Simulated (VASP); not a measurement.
# TaN (Pm-3m) in VASP: further runs

The runs below take TaN through single point, with PBE.

Program: VASP 6.6.1. These are calculated values, not measurements. Logs are shortened: lines on timing, memory, paths and dates and some standing lists are left out, and cuts for length are marked.

## Step 1: The cell of the first run

It takes space group Pm-3m (No. 221, cubic). The conventional cell has a = 2.714 Å, b = 2.714 Å, c = 2.714 Å, α = 90.00°, β = 90.00°, γ = 90.00°. Ta (site symmetry m-3m) has 8 N at 2.35 Å and 6 Ta at 2.71 Å within 3.1 Å. Within 3.1 Å of N (site symmetry m-3m) lie 8 Ta at 2.35 Å and 6 N at 2.71 Å.

## Step 2: Single point, PBE

INCAR

```
  ALGO = Normal
  EDIFF = 1E-6
  ENCUT = 520
  GGA = PE
  ISIF = 2
  ISMEAR = -1
  LASPH = True
  LCHARG = False
  LREAL = False
  LWAVE = False
  NBANDS = 15
  NELM = 60
  PREC = Accurate
  SIGMA = 0.05
```

KPOINTS

```
k-points
0
Gamma
  10 10 10
```

POSCAR

```
TaN
1.0
    2.7139695020      0.0000000000      0.0000000000
    0.0000000000      2.7139695020      0.0000000000
    0.0000000000      0.0000000000      2.7139695020
Ta N
1 1
Direct
    0.0000000000      0.0000000000      0.0000000000
    0.5000000000      0.5000000000      0.5000000000
```

Potentials or basis: VASP PAW PBE potentials, release 64 (Ta_pv, N).

Run with:

```sh
> cat potpaw_PBE.64/Ta_pv/POTCAR potpaw_PBE.64/N/POTCAR > POTCAR
> mpirun -np 1 vasp_std > vasp.out
```

OUTCAR:

```text
EDIFF = 1E-6
   ENCUT = 520
   GGA = PE
   ISIF = 2
   ISMEAR = -1
   LASPH = True
   LREAL = False
   NELM = 60
   PREC = Accurate

 ion  position               nearest neighbor table
   1  0.000  0.000  0.000-   2 2.35   2 2.35   2 2.35   2 2.35   2 2.35   2 2.35   2 2.35   2 2.35

   2  0.500  0.500  0.500-   1 2.35   1 2.35   1 2.35   1 2.35   1 2.35   1 2.35   1 2.35   1 2.35

  LATTYP: Found a simple cubic cell.
 ALAT       =     2.7139695020

  Lattice vectors:

 A1 = (   2.7139695020,   0.0000000000,   0.0000000000)
 A2 = (   0.0000000000,   2.7139695020,   0.0000000000)
 A3 = (   0.0000000000,   0.0000000000,   2.7139695020)

Analysis of symmetry for initial positions (statically):
=====================================================================
 Subroutine PRICEL returns:
 Original cell was already a primitive cell.

 Routine SETGRP: Setting up the symmetry group for a
 simple cubic supercell.

 Subroutine GETGRP returns: Found 48 space group operations
 (whereof 48 operations were pure point group operations)
 out of a pool of 48 trial point group operations.

The static configuration has the point symmetry O_h .

Analysis of symmetry for dynamics (positions and initial velocities):
=====================================================================
 Subroutine PRICEL returns:
 Original cell was already a primitive cell.

 Routine SETGRP: Setting up the symmetry group for a
 simple cubic supercell.

 Subroutine GETGRP returns: Found 48 space group operations
 (whereof 48 operations were pure point group operations)
 out of a pool of 48 trial point group operations.

The dynamic configuration has the point symmetry O_h .

 Subroutine INISYM returns: Found 48 space group operations
 (whereof 48 operations are pure point group operations),
 and found     1 'primitive' translations

----------------------------------------------------------------------------------------

                                     Primitive cell

  volume of cell :      19.9901

  direct lattice vectors                    reciprocal lattice vectors
     2.713969502  0.000000000  0.000000000     0.368463978  0.000000000  0.000000000
     0.000000000  2.713969502  0.000000000     0.000000000  0.368463978  0.000000000
     0.000000000  0.000000000  2.713969502     0.000000000  0.000000000  0.368463978

  length of vectors
     2.713969502  2.713969502  2.713969502     0.368463978  0.368463978  0.368463978

  position of ions in fractional coordinates (direct lattice)
     0.000000000  0.000000000  0.000000000
     0.500000000  0.500000000  0.500000000

  ion indices of the primitive-cell ions
   primitive index   ion index
                 1           1
                 2           2

----------------------------------------------------------------------------------------

 KPOINTS: k-points

Automatic generation of k-mesh.
 Grid dimensions read from file:
 generate k-points for:   10   10   10

 Generating k-lattice:

  Cartesian coordinates                     Fractional coordinates (reciprocal lattice)
     0.036846398  0.000000000  0.000000000     0.100000000  0.000000000  0.000000000
     0.000000000  0.036846398  0.000000000     0.000000000  0.100000000  0.000000000
     0.000000000  0.000000000  0.036846398     0.000000000  0.000000000  0.100000000

  Length of vectors
     0.036846398  0.036846398  0.036846398

  Shift w.r.t. Gamma in fractional coordinates (k-lattice)
     0.000000000  0.000000000  0.000000000

 Subroutine IBZKPT returns following result:
 ===========================================

 Found     56 irreducible k-points:

 Following reciprocal coordinates:
            Coordinates               Weight
  0.000000  0.000000  0.000000      1.000000
  0.100000  0.000000  0.000000      6.000000
  0.200000  0.000000  0.000000      6.000000
  0.300000  0.000000  0.000000      6.000000
  0.400000  0.000000  0.000000      6.000000
  0.500000  0.000000  0.000000      3.000000
[... 16 lines left out ...]
  0.200000  0.100000  0.100000     24.000000
  0.300000  0.100000  0.100000     24.000000
 [... further k-points ...]
   k-points           NKPTS =     56   k-points in BZ     NKDIM =     56   number of bands    NBANDS=     15
   number of dos      NEDOS =    301   number of ions     NIONS =      2
   total plane-waves  NPLWV =   8000
   dimension x,y,z NGX =    20 NGY =   20 NGZ =   20
   dimension x,y,z NGXF=    40 NGYF=   40 NGZF=   40
   ions per type =               1   1
   NGX,Y,Z   is equivalent  to a cutoff of  12.25, 12.25, 12.25 a.u.
   NGXF,Y,Z  is equivalent  to a cutoff of  24.50, 24.50, 24.50 a.u.
 SYSTEM =  unknown system
   PREC   = accura    normal or accurate (medium, high low for compatibility)
   ISTART =      0    job   : 0-new  1-cont  2-samecut
   ICHARG =      2    charge: 1-file 2-atom 10-const
   ISPIN  =      1    spin polarized calculation?
   LNONCOLLINEAR =      F non collinear calculations
   LSORBIT =      F    spin-orbit coupling
   LASPH  =      T    aspherical Exc in radial PAW
   ENCUT  =  520.0 eV  38.22 Ry    6.18 a.u.   5.05  5.05  5.05*2*pi/ulx,y,z
   NELM   =     60;   NELMIN=  2; NELMDL= -5     # of ELM steps
   EDIFF  = 0.1E-05   stopping-criterion for ELM
   LREAL  =      F    real-space projection
   EDIFFG = 0.1E-04   stopping-criterion for IOM
   NSW    =      0    number of steps for IOM
   IBRION =     -1    ionic relax: 0-MD 1-quasi-New 2-CG
   NFREE  =      0    steps in history (QN), initial steepest desc. (CG)
   ISIF   =      2    stress and relaxation
   ISYM   =      2    0-nonsym 1-usesym 2-fastsym
   POTIM  = 0.5000    time-step for ionic-motion
   TEBEG  =    0.0;   TEEND  =   0.0 temperature during run
   PSTRESS=    0.0 pullay stress
   NELECT =      16.0000    total number of electrons
   NUPDOWN=      -1.0000    fix difference up-down
   EMIN   =  10.00;   EMAX   =-10.00  energy-range for DOS
   EFERMI =   0.00;   METHOD = LEGACY
   ISMEAR =    -1;   SIGMA  =   0.05  broadening in eV -4-tet -1-fermi 0-gaus
   EFERMI_NEDOS =   21; number of points for ismear=-14 and -15
   IALGO  =     38    algorithm
   IMIX   =      4    mixing-type and parameters
     AMIX     =   0.40;   BMIX     =  1.00
     AMIX_MAG =   1.60;   BMIX_MAG =  1.00
  volume/ion in A,a.u.               =      10.00        67.45
  Fermi-wavevector in a.u.,A,eV,Ry     =   1.519999  2.872381 31.434844  2.310396
  Thomas-Fermi vector in A             =   2.628909
   LORBIT       =      0    0 simple, 1 ext, 2 COOP (PROOUT), +10 PAW based schemes
   GGA     = PE    functional components
   LHFCALC =     F    Hartree Fock is set to
   AEXX    =    0.0000 exact exchange contribution
   IVDW    =     0    specifies the selected vdW correction
   LEPSILON=     F    determine dielectric tensor
   LRPA    =     F    only Hartree local field effects (RPA)
 non-spin polarized calculation
  energy-cutoff  :      520.00
  volume of cell :       19.99
 maximum number of plane-waves:       554
   NGX = 11   NGY = 11   NGZ = 11

 number of electron      16.0000005 magnetization

 Free energy of the ion-electron system (eV)
  ---------------------------------------------------
  ext. energy  EPLUGINS =         0.00000000
  ---------------------------------------------------
  free energy    TOTEN  =       -20.85143700 eV

  energy without entropy =      -20.85129878  energy(sigma->0) =      -20.85136789

 E-fermi :   9.7742     XC(G=0): -13.8454

 val. band max:        9.5424174127   @ k =   0.2000   0.2000   0.0000
 cond. band min:      10.0409320035   @ k =   0.3000   0.2000   0.2000
 fundamental gap:      0.4985145908
 Fermi energy:         9.7742361397

 k-point     1 :       0.0000    0.0000    0.0000
  band No.  band energies     occupation
      1     -25.4145      2.00000
      2     -25.4145      2.00000
      3     -25.4145      2.00000
      4      -8.8863      2.00000
      5       4.7152      2.00000
      6       4.7152      2.00000
      7       6.9710      2.00000
      8       6.9710      2.00000
      9       6.9710      2.00000
     10      12.4447      0.00000
     11      13.8175      0.00000
     12      13.8175      0.00000
     13      13.8175      0.00000
     14      22.5821      0.00000
     15      27.6870      0.00000

 k-point     2 :       0.1000    0.0000    0.0000
  band No.  band energies     occupation
      1     -25.5644      2.00000
      2     -25.4012      2.00000
      3     -25.4012      2.00000
      4      -8.6672      2.00000
      5       4.3993      2.00000
      6       4.8176      2.00000
      7       6.7517      2.00000
      8       6.7517      2.00000
      9       7.0663      2.00000
     10      13.0921      0.00000
     11      13.8728      0.00000
     12      13.9324      0.00000
     13      13.9325      0.00000
     14      22.5820      0.00000
     15      25.9988      0.00000

 k-point     3 :       0.2000    0.0000    0.0000
  band No.  band energies     occupation
      1     -25.9411      2.00000
      2     -25.3664      2.00000
      3     -25.3664      2.00000
      4      -8.0683      2.00000
      5       3.1205      2.00000
      6       5.1005      2.00000
      7       6.2096      2.00000
      8       6.2096      2.00000
      9       8.2528      2.00000
     10      14.0214      0.00000
     11      14.2448      0.00000
     12      14.2448      0.00000
     13      14.4137      0.00000
     14      22.5817      0.00000
     15      23.4465      0.00000
[... 343 lines left out ...]
 k-point    23 :       0.2000    0.1000    0.1000
  band No.  band energies     occupation
      1     -25.9084      2.00000
      2     -25.5083      2.00000
      3     -25.4837      2.00000
      4      -7.7544      2.00000
      5       3.3213      2.00000
      6       4.6512      2.00000
      7       5.3706      2.00000
      8       6.9386      2.00000
      9       8.7016      2.00000
     10      12.7416      0.00000
     11      14.0113      0.00000
     12      14.0463      0.00000
     13      16.0823      0.00000
     14      22.5820      0.00000
     15      24.3965      0.00000

 k-point    24 :       0.3000    0.1000    0.1000
  band No.  band energies     occupation
      1     -26.3385      2.00000
      2     -25.4609      2.00000
      3     -25.4380      2.00000
      4      -7.0599      2.00000
      5       1.7783      2.00000
      6       4.6024      2.00000
      7       5.5668      2.00000
      8       6.5716      2.00000
      9      10.5886      0.00000
     10      12.5167      0.00000
     11      14.3065      0.00000
     12      14.5874      0.00000
     13      16.7397      0.00000
     14      22.5359      0.00000
     15      22.5812      0.00000

 [... further k-points ...]
[... 5 lines left out ...]
  --------------------------------------------------------------------------------------
  -------------------------------------------------------------------------------------
  Total        1.7616198      1.7616198      1.7616198      0.0000000      0.0000000     -0.0000000
  in kB      141.1912835    141.1912835    141.1912835      0.0000000      0.0000000     -0.0000000
  external PRESSURE =     141.1912835 kB  Pullay stress =       0.0000000 kB

 VOLUME and BASIS-vectors are now :
 -----------------------------------------------------------------------------
  energy-cutoff  :      520.00
  volume of cell :       19.99
      direct lattice vectors                 reciprocal lattice vectors
     2.713969502  0.000000000  0.000000000     0.368463978  0.000000000  0.000000000
     0.000000000  2.713969502  0.000000000     0.000000000  0.368463978  0.000000000
     0.000000000  0.000000000  2.713969502     0.000000000  0.000000000  0.368463978

 POSITION                                       TOTAL-FORCE (eV/Angst)
 -----------------------------------------------------------------------------------
      0.00000      0.00000      0.00000         0.000000      0.000000      0.000000
      1.35698      1.35698      1.35698         0.000000      0.000000      0.000000
 -----------------------------------------------------------------------------------
    total drift:                                0.000000      0.000000      0.000000

  FREE ENERGIE OF THE ION-ELECTRON SYSTEM (eV)
  ---------------------------------------------------
  free  energy   TOTEN  =       -20.8514370039 eV

  energy  without entropy=      -20.8512987847  energy(sigma->0) =      -20.85136789
```

Wall time 12 s (1 thread of Intel Xeon Platinum 8488C (Sapphire Rapids), shared host); peak memory 0.13 GiB.

Results:

| Quantity | Value |
| --- | --- |
| Free energy | -20.8514 eV |
| Pressure | 14.1 GPa |
| Band gap on the k mesh | zero (band 8 reaches 16.13 eV, above the bottom of band 9 at 6.97 eV) |

Caveat: spin-orbit coupling is left out, which moves the levels of the heavy elements.

## Step 3: Single point, PBE

This run uses another cell than the first one, of 10.20 Å³/atom, 1.020 times its volume.

INCAR

```
ALGO = Normal
EDIFF = 1E-7
ENCUT = 520
GGA = PE
ISIF = 2
ISMEAR = -1
LASPH = T
LCHARG = F
LREAL = F
LWAVE = F
NBANDS = 15
NELM = 100
PREC = Accurate
SIGMA = 0.05
```

KPOINTS is that of step 2.

POSCAR

```
TaN
1.0
    2.7323076900      0.0000000000      0.0000000000
    0.0000000000      2.7323076900      0.0000000000
    0.0000000000      0.0000000000      2.7323076900
Ta N
1 1
Direct
    0.0000000000      0.0000000000      0.0000000000
    0.5000000000      0.5000000000      0.5000000000
```

Potentials or basis: VASP PAW PBE potentials, release 64 (Ta_pv, N).

Run with:

```sh
> cat potpaw_PBE.64/Ta_pv/POTCAR potpaw_PBE.64/N/POTCAR > POTCAR
> mpirun -np 1 vasp_std > vasp.out
```

It took 12 s on 1 thread of Intel Xeon Platinum 8488C (Sapphire Rapids), shared host; peak memory 0.13 GiB.

Results (log left out):

```
Free energy            : -20.8783 eV
Pressure               : 6.8 GPa
Band gap on the k mesh : zero (band 8 reaches 15.72 eV, above the bottom of band 9 at 6.77 eV)
```

Levels at points of the mesh, in eV from the Fermi level:
| k point | band 5 | band 6 | band 7 | band 8 | band 9 | band 10 | band 11 | band 12 |
| --- | --- | --- | --- | --- | --- | --- | --- | --- |
| (0.00, 0.00, 0.00) | -4.93 | -4.93 | -2.76 | -2.76 | -2.76 | 2.41 | 3.94 | 3.94 |
| (0.50, 0.00, 0.00) | -10.11 | -4.71 | -4.71 | -3.71 | 3.87 | 4.54 | 5.29 | 5.29 |
| (0.50, 0.50, 0.00) | -6.01 | -6.01 | -3.79 | -2.11 | 0.67 | 0.67 | 0.78 | 6.89 |
| (0.50, 0.50, 0.50) | -9.20 | -9.20 | -9.20 | 6.19 | 6.19 | 6.19 | 7.19 | 7.19 |

Caveat: spin-orbit coupling is left out, which moves the levels of the heavy elements.

## Step 4: Single point, PBE

This run uses another cell than the first one, of 10.40 Å³/atom, 1.041 times its volume.

INCAR

```
SYSTEM = TaN
PREC     = Accurate       ! precision mode
ENCUT    = 520            ! plane-wave cutoff, eV
EDIFF    = 1E-7           ! SCF threshold, eV
ISMEAR   = -1             ! smearing method
SIGMA    = 0.05           ! smearing width, eV
LREAL    = .FALSE.        ! projectors in reciprocal space
LASPH    = .TRUE.         ! aspherical terms in the spheres
NELM     = 60             ! most SCF steps
ALGO     = Normal         ! electronic algorithm
ISIF     = 2              ! what is computed and relaxed
LWAVE    = .FALSE.        ! write WAVECAR
LCHARG   = .FALSE.        ! write CHGCAR
GGA      = PE             ! functional
NBANDS   = 15             ! bands
```

KPOINTS

```
regular mesh
0
G
  10 10 10
  0 0 0
```

POSCAR

```
TaN
1.0
    2.7504029703      0.0000000000      0.0000000000
    0.0000000000      2.7504029703      0.0000000000
    0.0000000000      0.0000000000      2.7504029703
Ta N
1 1
Direct
    0.0000000000      0.0000000000      0.0000000000
    0.5000000000      0.5000000000      0.5000000000
```

Run with:

```sh
> cat potpaw_PBE.64/Ta_pv/POTCAR potpaw_PBE.64/N/POTCAR > POTCAR
> mpirun -np 1 vasp_std > vasp.out
```

Wall time 12 s (1 thread of Intel Xeon Platinum 8488C (Sapphire Rapids), shared host); peak memory 0.13 GiB.

It converged, with:

```yaml
Free_energy: -20.8875 eV
Pressure: 0.2 GPa
Band_gap_on_the_k_mesh: zero (band 8 reaches 15.33 eV, above the bottom of band 9 at 6.59 eV)
```

Levels at points of the mesh, in eV from the Fermi level:
```csv
k point,band 5,band 6,band 7,band 8,band 9,band 10,band 11,band 12
"(0.00, 0.00, 0.00)",-4.81,-4.81,-2.71,-2.71,-2.71,2.17,3.84,3.84
"(0.50, 0.00, 0.00)",-9.95,-4.60,-4.60,-3.63,3.77,4.42,5.16,5.16
"(0.50, 0.50, 0.00)",-5.93,-5.93,-3.73,-2.06,0.67,0.67,0.71,6.70
"(0.50, 0.50, 0.50)",-9.00,-9.00,-9.00,6.03,6.03,6.03,6.99,6.99
```

Caveat: spin-orbit coupling is left out, which moves the levels of the heavy elements.

## Step 5: Overview

| cell | gap on the mesh (eV) | pressure (GPa) |
| --- | --- | --- |
| a = 2.714 Å, 2 atoms | none | 14.1 |
| a = 2.732 Å, 2 atoms | none | 6.8 |
| a = 2.750 Å, 2 atoms | none | 0.2 |

Alike in all rows: task single point; level PBE; potentials or basis VASP PAW PBE potentials, release 64 (Ta_pv, N); no spin polarisation; k mesh 10 × 10 × 10; cutoff (eV) 520; smearing fermi-dirac 0.05 eV.

Caveats: spin-orbit coupling is left out, which moves the levels of the heavy elements.

Total energies depend on the potentials used, so only differences within one code and one set of settings carry meaning.
